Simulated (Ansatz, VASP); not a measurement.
**Sn: VASP beside Ansatz**

File INCAR:

```
SYSTEM = Sn
  ALGO = Normal
  EDIFF = 1E-7
  ENCUT = 520
  GGA = PS
  ISIF = 2
  ISMEAR = -1
  LASPH = .True.
  LCHARG = .True.
  LELF = .True.
  LREAL = .False.
  LVHAR = .True.
  LWAVE = .False.
  NBANDS = 13
  NELM = 80
  PREC = Accurate
  SIGMA = 0.05
```

Contents of KPOINTS:

```
k-points
0
Gamma
  9 9 9
  0 0 0
```

Contents of POSCAR:

```
Sn
1.0
   -2.0291894110      2.0291894110      1.6441523897
    2.0291894110     -2.0291894110      1.6441523897
    2.0291894110      2.0291894110     -1.6441523897
Sn
1
Direct
    0.0000000000      0.0000000000      0.0000000000
```

Contents of input.yaml:

```yaml
crystal:
  lattice:
    - [-2.029189411, 2.029189411, 1.6441523897]
    - [2.029189411, -2.029189411, 1.6441523897]
    - [2.029189411, 2.029189411, -1.6441523897]
  atoms:
    - { symbol: Sn, position: [0.0, 0.0, 0.0] }
hamiltonian:
  xc: pbesol
  pseudopotentials: { kind: paw }
kpoints:
  mp_grid: { grid: [9, 9, 9] }
  band_path:
    path:
      - [[0.0, 0.0, 0.0], [0.0, 0.0, 0.5], [-0.5, 0.5, 0.5], [0.0, 0.0, 0.0], [0.4141265989, 0.4141265989, -0.4141265989], [0.25, 0.25, 0.25], [0.0, 0.5, 0.0], [-0.4141265989, 0.5858734011, 0.4141265989], [-0.5, 0.5, 0.5]]
      - [[0.0, 0.0, 0.5], [0.25, 0.25, 0.25]]
    npoints: 14
scf:
  occupations: { method: fermi_dirac, width: 0.05 }
  n_extra_bands: 6
output:
  forces: true
  stress: true
  eigenvalues: true
  fatbands: false
  write_density: true
  write_potential: true
  elf: true
  volumetric_format: npy
```

Alike in both runs: functional PBEsol; k mesh 9 × 9 × 9; occupations fermi-dirac, width 0.05 eV; no spin polarisation.

|  | VASP | Ansatz |
| --- | --- | --- |
| version | VASP 6.6.1 | Ansatz 0.2.0 |
| potentials or method | VASP PAW PBE potentials, release 64 (Sn_d) | Ansatz PAW |
| plane-wave cutoff (eV) | 520 | 420 |
| valence electrons in the cell | 14 | 14 |
| task | single point | band structure |

|  | VASP | Ansatz | Ansatz less VASP |
| --- | --- | --- | --- |
| gap on the k mesh at the Fermi level (eV) | none | none | - |
| pressure (GPa) | -1.2 | -1.1 | +0.08 |
| traceless stress, the component that is largest in VASP (GPa) | 2.27 | 2.27 | +0.004 |

VASP's potentials were made for PBE, not for PBEsol. A gap of «none» marks a metal or a gap that the smearing closes.
